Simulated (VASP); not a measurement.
# BC5 (I-4m2) in VASP: further runs

Runs on BC5. Level: PBE. Tasks: single point.

Everything below comes from runs of VASP 6.6.1. Logs are shortened: lines on timing, memory, paths and dates and some standing lists are left out, and cuts for length are marked.

## Step 1: The cell of the first run

The structure is tetragonal, space group I-4m2 (No. 119). Conventional cell: a = 2.465 Å, b = 2.465 Å, c = 11.177 Å, α = 90.00°, β = 90.00°, γ = 90.00°. C (site symmetry 2mm) has 4 C at 1.50 to 1.52 Å within 2.0 Å. C (site symmetry -4m2) has 4 C at 1.52 Å within 2.0 Å. Within 2.0 Å of C (site symmetry 2mm) lie 2 C at 1.50 Å and 2 B at 1.62 Å. B (site symmetry -4m2) has 4 C at 1.62 Å within 2.2 Å.

## Step 2: Single point, PBE

Contents of INCAR:

```
PREC = Accurate
ENCUT = 520
EDIFF = 1E-6
ISMEAR = -1
SIGMA = 0.05
LREAL = F
LASPH = T
NELM = 60
ALGO = Normal
ISIF = 2
LWAVE = F
LCHARG = F
GGA = PE
NBANDS = 20
```

Contents of KPOINTS:

```
regular mesh
0
Gamma
  15 15 15
```

Contents of POSCAR:

```
BC5
1.0
   -1.2323438144      1.2323438144      5.5884221795
    1.2323438144     -1.2323438144      5.5884221795
    1.2323438144      1.2323438144     -5.5884221795
C B
5 1
Direct
    0.0801160000      0.5801160000      0.5000000000
    0.4198840000      0.9198840000      0.5000000000
    0.5000000000      0.5000000000      0.0000000000
    0.1562810000      0.1562810000      0.0000000000
    0.8437190000      0.8437190000      0.0000000000
    0.7500000000      0.2500000000      0.5000000000
```

Potentials or basis: VASP PAW PBE potentials, release 64 (C, B).

Launch:

```
$ cat potpaw_PBE.64/C/POTCAR potpaw_PBE.64/B/POTCAR > POTCAR
$ mpirun -np 1 vasp_std > vasp.out
```

OUTCAR:

```text
PREC = Accurate
   ENCUT = 520
   EDIFF = 1E-6
   ISMEAR = -1
   LREAL = F
   LASPH = T
   NELM = 60
   ISIF = 2
   GGA = PE

 ion  position               nearest neighbor table
   1  0.080  0.580  0.500-   4 1.50   4 1.50   3 1.52   3 1.52
   2  0.420  0.920  0.500-   5 1.50   5 1.50   3 1.52   3 1.52
   3  0.500  0.500  0.000-   1 1.52   2 1.52   1 1.52   2 1.52
   4  0.156  0.156  0.000-   1 1.50   1 1.50   6 1.62   6 1.62
   5  0.844  0.844  0.000-   2 1.50   2 1.50   6 1.62   6 1.62
   6  0.750  0.250  0.500-   5 1.62   4 1.62   5 1.62   4 1.62

  LATTYP: Found a body centered tetragonal cell.
 ALAT       =     2.4646876288
 C/A-ratio  =     4.5347914390

  Lattice vectors:

 A1 = (  -1.2323438144,   1.2323438144,   5.5884221795)
 A2 = (   1.2323438144,  -1.2323438144,   5.5884221795)
 A3 = (   1.2323438144,   1.2323438144,  -5.5884221795)

Analysis of symmetry for initial positions (statically):
=====================================================================
 Subroutine PRICEL returns:
 Original cell was already a primitive cell.

 Routine SETGRP: Setting up the symmetry group for a
 body centered tetragonal supercell.

 Subroutine GETGRP returns: Found  8 space group operations
 (whereof  8 operations were pure point group operations)
 out of a pool of 16 trial point group operations.

The static configuration has the point symmetry D_2d.

Analysis of symmetry for dynamics (positions and initial velocities):
=====================================================================
 Subroutine PRICEL returns:
 Original cell was already a primitive cell.

 Routine SETGRP: Setting up the symmetry group for a
 body centered tetragonal supercell.

 Subroutine GETGRP returns: Found  8 space group operations
 (whereof  8 operations were pure point group operations)
 out of a pool of 16 trial point group operations.

The dynamic configuration has the point symmetry D_2d.

 Subroutine INISYM returns: Found  8 space group operations
 (whereof  8 operations are pure point group operations),
 and found     1 'primitive' translations

----------------------------------------------------------------------------------------

                                     Primitive cell

  volume of cell :      33.9479

  direct lattice vectors                    reciprocal lattice vectors
    -1.232343814  1.232343814  5.588422180     0.000000000  0.405730928  0.089470692
     1.232343814 -1.232343814  5.588422180     0.405730928  0.000000000  0.089470692
     1.232343814  1.232343814 -5.588422180     0.405730928  0.405730928  0.000000000

  length of vectors
     5.853870942  5.853870942  5.853870942     0.415478749  0.415478749  0.573790182

  position of ions in fractional coordinates (direct lattice)
     0.080116000  0.580116000  0.500000000
     0.419884000  0.919884000  0.500000000
     0.500000000  0.500000000  0.000000000
     0.156281000  0.156281000  0.000000000
     0.843719000  0.843719000  0.000000000
     0.750000000  0.250000000  0.500000000

  ion indices of the primitive-cell ions
   primitive index   ion index
                 1           1
                 2           2
                 3           3
                 4           4
                 5           5
                 6           6

----------------------------------------------------------------------------------------

 KPOINTS: regular mesh

Automatic generation of k-mesh.
 Grid dimensions read from file:
 generate k-points for:   15   15   15

 Generating k-lattice:

  Cartesian coordinates                     Fractional coordinates (reciprocal lattice)
     0.000000000  0.027048729  0.005964713     0.066666667  0.000000000 -0.000000000
     0.027048729  0.000000000  0.005964713     0.000000000  0.066666667 -0.000000000
     0.027048729  0.027048729  0.000000000     0.000000000  0.000000000  0.066666667

  Length of vectors
     0.027698583  0.027698583  0.038252679

  Shift w.r.t. Gamma in fractional coordinates (k-lattice)
     0.000000000  0.000000000  0.000000000

 Subroutine IBZKPT returns following result:
 ===========================================

 Found    288 irreducible k-points:

 Following reciprocal coordinates:
            Coordinates               Weight
  0.000000  0.000000  0.000000      1.000000
  0.066667  0.000000 -0.000000      8.000000
  0.133333  0.000000 -0.000000      8.000000
  0.200000  0.000000 -0.000000      8.000000
  0.266667  0.000000 -0.000000      8.000000
  0.333333  0.000000 -0.000000      8.000000
[... 16 lines left out ...]
  0.133333  0.133333 -0.000000      8.000000
  0.200000  0.133333 -0.000000     16.000000
 [... further k-points ...]
   k-points           NKPTS =    288   k-points in BZ     NKDIM =    288   number of bands    NBANDS=     20
   number of dos      NEDOS =    301   number of ions     NIONS =      6
   total plane-waves  NPLWV = 110592
   dimension x,y,z NGX =    48 NGY =   48 NGZ =   48
   dimension x,y,z NGXF=    96 NGYF=   96 NGZF=   96
   ions per type =               5   1
   NGX,Y,Z   is equivalent  to a cutoff of  13.63, 13.63, 13.63 a.u.
   NGXF,Y,Z  is equivalent  to a cutoff of  27.26, 27.26, 27.26 a.u.
 SYSTEM =  unknown system
   PREC   = accura    normal or accurate (medium, high low for compatibility)
   ISTART =      0    job   : 0-new  1-cont  2-samecut
   ICHARG =      2    charge: 1-file 2-atom 10-const
   ISPIN  =      1    spin polarized calculation?
   LNONCOLLINEAR =      F non collinear calculations
   LSORBIT =      F    spin-orbit coupling
   LASPH  =      T    aspherical Exc in radial PAW
   ENCUT  =  520.0 eV  38.22 Ry    6.18 a.u.  10.88 10.88 10.88*2*pi/ulx,y,z
   NELM   =     60;   NELMIN=  2; NELMDL= -5     # of ELM steps
   EDIFF  = 0.1E-05   stopping-criterion for ELM
   LREAL  =      F    real-space projection
   EDIFFG = 0.1E-04   stopping-criterion for IOM
   NSW    =      0    number of steps for IOM
   IBRION =     -1    ionic relax: 0-MD 1-quasi-New 2-CG
   NFREE  =      0    steps in history (QN), initial steepest desc. (CG)
   ISIF   =      2    stress and relaxation
   ISYM   =      2    0-nonsym 1-usesym 2-fastsym
   POTIM  = 0.5000    time-step for ionic-motion
   TEBEG  =    0.0;   TEEND  =   0.0 temperature during run
   PSTRESS=    0.0 pullay stress
   NELECT =      23.0000    total number of electrons
   NUPDOWN=      -1.0000    fix difference up-down
   EMIN   =  10.00;   EMAX   =-10.00  energy-range for DOS
   EFERMI =   0.00;   METHOD = LEGACY
   ISMEAR =    -1;   SIGMA  =   0.05  broadening in eV -4-tet -1-fermi 0-gaus
   EFERMI_NEDOS =   21; number of points for ismear=-14 and -15
   IALGO  =     38    algorithm
   IMIX   =      4    mixing-type and parameters
     AMIX     =   0.40;   BMIX     =  1.00
     AMIX_MAG =   1.60;   BMIX_MAG =  1.00
  volume/ion in A,a.u.               =       5.66        38.18
  Fermi-wavevector in a.u.,A,eV,Ry     =   1.437848  2.717140 28.128796  2.067408
  Thomas-Fermi vector in A             =   2.556881
   LORBIT       =      0    0 simple, 1 ext, 2 COOP (PROOUT), +10 PAW based schemes
   GGA     = PE    functional components
   LHFCALC =     F    Hartree Fock is set to
   AEXX    =    0.0000 exact exchange contribution
   IVDW    =     0    specifies the selected vdW correction
   LEPSILON=     F    determine dielectric tensor
   LRPA    =     F    only Hartree local field effects (RPA)
 non-spin polarized calculation
  energy-cutoff  :      520.00
  volume of cell :       33.95
 maximum number of plane-waves:       941
 NGX is ok and might be reduce to    48
   NGX = 21   NGY = 21   NGZ = 21

 number of electron      23.0000000 magnetization

 Free energy of the ion-electron system (eV)
  ---------------------------------------------------
  ext. energy  EPLUGINS =         0.00000000
  ---------------------------------------------------
  free energy    TOTEN  =       -51.34491119 eV

  energy without entropy =      -51.34033683  energy(sigma->0) =      -51.34262401

 E-fermi :   9.1265     XC(G=0): -13.1915

 val. band max:        9.1240373398   @ k =  -0.3333  -0.4667   0.2000
 cond. band min:       9.1481159725   @ k =  -0.4000   0.4667   0.2667
 fundamental gap:      0.0240786327
 Fermi energy:         9.1264924314

 k-point     1 :       0.0000    0.0000    0.0000
  band No.  band energies     occupation
      1     -11.9692      2.00000
      2      -8.5068      2.00000
      3      -6.4306      2.00000
      4       1.9743      2.00000
      5       2.7012      2.00000
      6       3.9246      2.00000
[... 12 lines left out ...]
     19      18.8843      0.00000
     20      24.0021      0.00000

 k-point     2 :       0.0667    0.0000   -0.0000
  band No.  band energies     occupation
      1     -11.8817      2.00000
      2      -8.4466      2.00000
      3      -6.3228      2.00000
      4       1.7734      2.00000
      5       2.7004      2.00000
      6       3.7088      2.00000
[... 12 lines left out ...]
     19      19.3487      0.00000
     20      23.7199      0.00000

 k-point     3 :       0.1333    0.0000   -0.0000
  band No.  band energies     occupation
      1     -11.6201      2.00000
      2      -8.2634      2.00000
      3      -6.0062      2.00000
      4       1.1584      2.00000
      5       2.2638      2.00000
      6       3.5141      2.00000
[... 12 lines left out ...]
     19      20.6361      0.00000
     20      23.0310      0.00000

 k-point     4 :       0.2000    0.0000   -0.0000
  band No.  band energies     occupation
      1     -11.1862      2.00000
      2      -7.9526      2.00000
      3      -5.5030      2.00000
      4      -0.0193      2.00000
      5       1.5523      2.00000
      6       2.9711      2.00000
[... 12 lines left out ...]
     19      21.8023      0.00000
     20      22.1700      0.00000

 k-point     5 :       0.2667    0.0000   -0.0000
  band No.  band energies     occupation
      1     -10.5838      2.00000
      2      -7.5159      2.00000
      3      -4.8708      2.00000
      4      -1.4199      2.00000
      5       0.4212      2.00000
      6       2.6556      2.00000
[... 12 lines left out ...]
     19      21.2197      0.00000
     20      22.5042      0.00000

 k-point     6 :       0.3333    0.0000   -0.0000
  band No.  band energies     occupation
      1      -9.8200      2.00000
      2      -6.9806      2.00000
      3      -4.3833      2.00000
      4      -2.5133      2.00000
      5      -0.8923      2.00000
      6       2.6295      2.00000
[... 12 lines left out ...]
     19      21.0653      0.00000
     20      22.5202      0.00000

 k-point     7 :       0.4000    0.0000    0.0000
  band No.  band energies     occupation
      1      -8.9096      2.00000
      2      -6.5143      2.00000
      3      -4.7899      2.00000
      4      -2.5587      2.00000
      5      -1.8754      2.00000
      6       1.7933      2.00000
[... 12 lines left out ...]
     19      21.1089      0.00000
     20      21.6608      0.00000
[... 277 lines left out ...]
 k-point    20 :      -0.2000    0.0667    0.0000
  band No.  band energies     occupation
      1     -11.1127      2.00000
      2      -7.7922      2.00000
      3      -5.5466      2.00000
      4       0.1049      2.00000
      5       1.5721      2.00000
      6       3.1551      2.00000
[... 12 lines left out ...]
     19      21.4734      0.00000
     20      22.5519      0.00000

 k-point    21 :      -0.1333    0.0667    0.0000
  band No.  band energies     occupation
      1     -11.5420      2.00000
      2      -8.1286      2.00000
      3      -6.0077      2.00000
      4       1.3381      2.00000
      5       2.1782      2.00000
      6       3.4835      2.00000
[... 12 lines left out ...]
     19      20.5829      0.00000
     20      22.7893      0.00000

 k-point    22 :      -0.0667    0.0667    0.0000
  band No.  band energies     occupation
      1     -11.7989      2.00000
      2      -8.3470      2.00000
      3      -6.2716      2.00000
      4       1.8681      2.00000
      5       2.4816      2.00000
      6       3.6971      2.00000
[... 12 lines left out ...]
     19      19.4743      0.00000
     20      23.4602      0.00000

 k-point    23 :       0.1333    0.1333   -0.0000
  band No.  band energies     occupation
      1     -11.2550      2.00000
      2      -8.1291      2.00000
      3      -5.4150      2.00000
      4       0.7268      2.00000
      5       2.0775      2.00000
      6       3.0377      2.00000
[... 12 lines left out ...]
     19      20.6068      0.00000
     20      22.4206      0.00000

 k-point    24 :       0.2000    0.1333   -0.0000
  band No.  band energies     occupation
      1     -10.8150      2.00000
      2      -7.8453      2.00000
      3      -4.8682      2.00000
      4       0.0167      2.00000
      5       1.5008      2.00000
      6       2.7402      2.00000
[... 12 lines left out ...]
     19      21.1256      0.00000
     20      22.1899      0.00000

 [... further k-points ...]
[... 5 lines left out ...]
  --------------------------------------------------------------------------------------
  -------------------------------------------------------------------------------------
  Total        5.5115000      5.5115000      5.4692388      0.0000000      0.0000000      0.0000000
  in kB      260.1162080    260.1162080    258.1216846      0.0000000      0.0000000      0.0000000
  external PRESSURE =     259.4513669 kB  Pullay stress =       0.0000000 kB

 VOLUME and BASIS-vectors are now :
 -----------------------------------------------------------------------------
  energy-cutoff  :      520.00
  volume of cell :       33.95
      direct lattice vectors                 reciprocal lattice vectors
    -1.232343814  1.232343814  5.588422180     0.000000000  0.405730928  0.089470692
     1.232343814 -1.232343814  5.588422180     0.405730928  0.000000000  0.089470692
     1.232343814  1.232343814 -5.588422180     0.405730928  0.405730928  0.000000000

 POSITION                                       TOTAL-FORCE (eV/Angst)
 -----------------------------------------------------------------------------------
      1.23234      0.00000      0.89544         0.000000     -0.000000      0.030315
      1.23234      0.00000      4.69298         0.000000     -0.000000     -0.030315
      0.00000      0.00000      5.58842        -0.000000      0.000000      0.000000
      0.00000      0.00000      1.74673         0.000000      0.000000      0.207851
      0.00000      0.00000      9.43012        -0.000000      0.000000     -0.207851
      0.00000      1.23234      2.79421        -0.000000      0.000000      0.000000
 -----------------------------------------------------------------------------------
    total drift:                                0.000000     -0.000000     -0.000000

  FREE ENERGIE OF THE ION-ELECTRON SYSTEM (eV)
  ---------------------------------------------------
  free  energy   TOTEN  =       -51.3449111908 eV

  energy  without entropy=      -51.3403368334  energy(sigma->0) =      -51.34262401
```

Run time: 5 min. Hardware: 1 thread of Intel Xeon 6975P-C (Granite Rapids), shared host; peak memory 0.39 GiB.

What came out:

* Free energy: -51.3449 eV
* Pressure: 25.9 GPa
* Largest force: 0.208 eV/Å

Forces in eV/Å, atoms in the order of the input:
```
C    0.000  0.000  0.030
C    0.000  0.000 -0.030
C    0.000  0.000  0.000
C    0.000  0.000  0.208
C    0.000  0.000 -0.208
B    0.000  0.000  0.000
```

Stress tensor (GPa, compression positive):
```
26.01  0.00  0.00
 0.00 26.01  0.00
 0.00  0.00 25.81
```

## Step 3: Single point, PBE

This run uses another cell than the first one, of 5.78 Å³/atom, 1.021 times its volume.

Contents of INCAR:

```
SYSTEM = BC5
  PREC = Accurate
  ENCUT = 520
  EDIFF = 1E-6
  ISMEAR = -1
  SIGMA = 0.05
  LREAL = .False.
  LASPH = .True.
  NELM = 80
  ALGO = Normal
  ISIF = 2
  LWAVE = .False.
  LCHARG = .False.
  GGA = PE
  NBANDS = 20
```

Contents of KPOINTS:

```
regular mesh
0
Gamma
  15 15 15
  0 0 0
```

Edit POSCAR of step 2 so:

```diff
@@ -2,5 +2,5 @@
 1.0
-   -1.2323438144      1.2323438144      5.5884221795
-    1.2323438144     -1.2323438144      5.5884221795
-    1.2323438144      1.2323438144     -5.5884221795
+   -1.2410225779      1.2410225779      5.6277785619
+    1.2410225779     -1.2410225779      5.6277785619
+    1.2410225779      1.2410225779     -5.6277785619
 C B
```

Potentials or basis: VASP PAW PBE potentials, release 64 (C, B).

Launch:

```
$ cat potpaw_PBE.64/C/POTCAR potpaw_PBE.64/B/POTCAR > POTCAR
$ mpirun -np 1 vasp_std > vasp.out
```

It took 4.7 min on 1 thread of Intel Xeon 6975P-C (Granite Rapids), shared host; peak memory 0.39 GiB.

Results (log left out):

```yaml
Free_energy: -51.4409 eV
Pressure: 16.3 GPa
Largest_force: 0.136 eV/Å
```

Forces in eV/Å, atoms in the order of the input:
```
C    0.000  0.000  0.029
C    0.000  0.000 -0.029
C    0.000  0.000  0.000
C    0.000  0.000  0.136
C    0.000  0.000 -0.136
B    0.000  0.000  0.000
```

Stress tensor (GPa, compression positive):
```
16.65  0.00  0.00
 0.00 16.65  0.00
 0.00  0.00 15.75
```

Levels at points of the mesh, in eV from the Fermi level:
| k point | band 9 | band 10 | band 11 | band 12 | band 13 | band 14 | band 15 | band 16 |
| --- | --- | --- | --- | --- | --- | --- | --- | --- |
| (0.00, 0.00, 0.00) | -3.18 | 0.33 | 1.83 | 1.83 | 5.31 | 5.53 | 6.71 | 6.71 |

## Step 4: Single point, PBE

This run uses another cell than the first one, of 5.90 Å³/atom, 1.043 times its volume.

Contents of INCAR:

```
SYSTEM = BC5
ALGO = Normal
EDIFF = 1E-7
ENCUT = 520
GGA = PE
ISIF = 2
ISMEAR = -1
LASPH = .TRUE.
LCHARG = .FALSE.
LREAL = .FALSE.
LWAVE = .FALSE.
NBANDS = 20
NELM = 100
PREC = Accurate
SIGMA = 0.05
```

Contents of KPOINTS:

```
k-points
0
G
  15 15 15
  0 0 0
```

Edit POSCAR of step 3 so:

```diff
@@ -2,5 +2,5 @@
 1.0
-   -1.2410225779      1.2410225779      5.6277785619
-    1.2410225779     -1.2410225779      5.6277785619
-    1.2410225779      1.2410225779     -5.6277785619
+   -1.2495816248      1.2495816248      5.6665920544
+    1.2495816248     -1.2495816248      5.6665920544
+    1.2495816248      1.2495816248     -5.6665920544
 C B
```

Launch:

```
$ cat potpaw_PBE.64/C/POTCAR potpaw_PBE.64/B/POTCAR > POTCAR
$ mpirun -np 1 vasp_std > vasp.out
```

Run time: 4.7 min. Hardware: 1 thread of Intel Xeon 6975P-C (Granite Rapids), shared host; peak memory 0.4 GiB.

It converged, with:

- Free energy: -51.4956 eV
- Pressure: 7.6 GPa
- Largest force: 0.071 eV/Å

Forces in eV/Å, atoms in the order of the input:
```
C    0.000  0.000  0.028
C    0.000  0.000 -0.028
C    0.000  0.000  0.000
C    0.000  0.000  0.071
C    0.000  0.000 -0.071
B    0.000  0.000  0.000
```

Stress tensor (GPa, compression positive):
```
8.12 0.00 0.00
0.00 8.12 0.00
0.00 0.00 6.59
```

Levels at points of the mesh, in eV from the Fermi level:
```tsv
k point	band 8	band 9	band 10	band 11	band 12	band 13	band 14	band 15	band 16	band 17
(0.00, 0.00, 0.00)	-3.12	-3.12	0.32	1.80	1.80	5.24	5.45	6.63	6.63	7.20
```

## Step 5: Summary

| cell | gap on the mesh (eV) | pressure (GPa) | largest force (eV/Å) |
| --- | --- | --- | --- |
| a = 5.854 Å, angles 155.7, 155.7, 34.6°, 6 atoms | none | 25.9 | 0.21 |
| a = 5.895 Å, angles 155.7, 155.7, 34.6°, 6 atoms | none | 16.3 | 0.14 |
| a = 5.936 Å, angles 155.7, 155.7, 34.6°, 6 atoms | none | 7.6 | 0.07 |

Alike in all rows: task single point; level PBE; potentials or basis VASP PAW PBE potentials, release 64 (C, B); no spin polarisation; k mesh 15 × 15 × 15; cutoff (eV) 520; smearing fermi-dirac 0.05 eV.

Absolute energies hang on the potentials; compare differences alone.
